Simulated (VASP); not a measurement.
Runs of VASP 6.6.1 on PtSe (rocksalt type). The structure is that of space group Fm-3m (No. 225), or close to it. The cells are those of the table. 

```tsv
task	level	spin	cell	gap on the mesh (eV)	pressure (GPa)
electric field gradients	r2SCAN	off	a = 3.739 Å, angles 60.0°, 2 atoms	none	(b)
electric field gradients	r2SCAN	off	a = 3.788 Å, angles 60.0°, 2 atoms	none	-7.6
single point	PBE	non-collinear, zero start, SOC	a = 3.739 Å, angles 60.0°, 2 atoms	-	(a)
single point	PBEsol	off	a = 3.739 Å, angles 60.0°, 2 atoms	none	-6.1
single point	PBE	off	a = 3.739 Å, angles 60.0°, 2 atoms	none	-0.1
```

Alike in all rows: potentials or basis VASP PAW PBE potentials, release 64 (Pt, Se); k mesh 11 × 11 × 11; cutoff (eV) 520; smearing fermi-dirac 0.03 eV.

Problem. Estimate the missing entries.

Solution. (a) 0.3; (b) -3.0.

Caveats: spin-orbit coupling is left out, which moves the levels of the heavy elements (some runs); the PAW data sets were made with another functional, which shifts forces and pressure a little (some runs).

A k mesh can miss the band edges, and rows without SOC leave out spin-orbit coupling on Pt, Se.

A gap of «none» marks levels without a gap at the run's occupations.
